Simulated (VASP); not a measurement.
InP:

```
In P
1.0
     0.00000    2.82314    2.82314
     2.82314    0.00000    2.82314
     2.82314    2.82314    0.00000
In P
1 1
Direct
  0.00000 0.00000 0.00000
  0.50000 0.50000 0.50000
```

This cell differs from its parent crystal: volume scaled by 1.06.

Base run:

- Program: VASP 6.6.1
- Functional: PBE
- Potentials or basis: VASP PAW PBE potentials, release 64 (In_d, P)
- Cutoff: 520 eV
- k mesh: 8 × 8 × 8
- Occupations: fermi-dirac, width 0.05 eV
- Spin: no spin polarisation

Its results: band gap on the k mesh zero (band 9 reaches 6.63 eV, above the bottom of band 10 at 4.21 eV); pressure -3.7 GPa.

Task: The run is repeated on the same cell with these changes: functional from PBE to PBEsol. What comes out?

Result: Band gap on the k mesh zero (band 9 reaches 6.53 eV, above the bottom of band 10 at 4.08 eV); pressure -6.7 GPa.

PBEsol binds more tightly than PBE, so the same cell stands under less pressure.

Caveats: spin-orbit coupling is left out, which moves the levels of the heavy elements; the PAW data sets were made with another functional, which shifts forces and pressure a little (some runs).
